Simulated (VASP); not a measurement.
Crystal: Sr2Y.

```
Sr Y
1.0
     0.00000    4.52559    4.52559
     4.52559    0.00000    4.52559
     4.52559    4.52559    0.00000
Sr Y
4 2
Direct
  0.62500 0.62500 0.62500
  0.12500 0.62500 0.62500
  0.62500 0.62500 0.12500
  0.62500 0.12500 0.62500
  0.00000 0.00000 0.00000
  0.25000 0.25000 0.25000
```

```yaml
Program: VASP 6.6.1
Task: relaxation of cell and atoms
Functional: r2SCAN
Potentials_or_basis: VASP PAW PBE potentials, release 64 (Sr_sv, Y_sv)
Cutoff: 600 eV
k_mesh: 4 × 4 × 4
Occupations: gaussian, width 0.1 eV
Spin: no spin polarisation
```

At the start: pressure 13.0 GPa; volume 30.90 Å³/atom.

How do energy, volume and symmetry change on relaxing?

Over 4 steps the energy falls by 487.0 meV/atom and the volume is 46.49 Å³/atom (+50.5 %); space group Fd-3m (No. 227, to 0.1 Å) before and after.

The path:
| step | energy change (eV) | largest force (eV/Å) | pressure (GPa) | volume (Å³) |
| --- | --- | --- | --- | --- |
| 1 | 0.0000 | 0.0000 | 13.03 | 185.38 |
| 2 | -2.8576 | 0.0000 | 1.25 | 261.29 |
| 3 | -2.9162 | 0.0000 | -0.33 | 284.06 |
| 4 | -2.9218 | 0.0000 | -0.02 | 278.92 |

Final structure:
```xyz
6
Lattice="0.0000 5.1858 5.1858 5.1858 0.0000 5.1858 5.1858 5.1858 0.0000" Properties=species:S:1:pos:R:3 pbc="T T T"
Sr    6.4822    6.4822    6.4822
Sr    6.4822    3.8893    3.8893
Sr    3.8893    3.8893    6.4822
Sr    3.8893    6.4822    3.8893
Y     0.0000    0.0000    0.0000
Y     2.5929    2.5929    2.5929
```

Caveat: the volume moved by over 15 % at a fixed basis, so the end points are rough; the PAW data sets were made with another functional, which shifts forces and pressure a little.
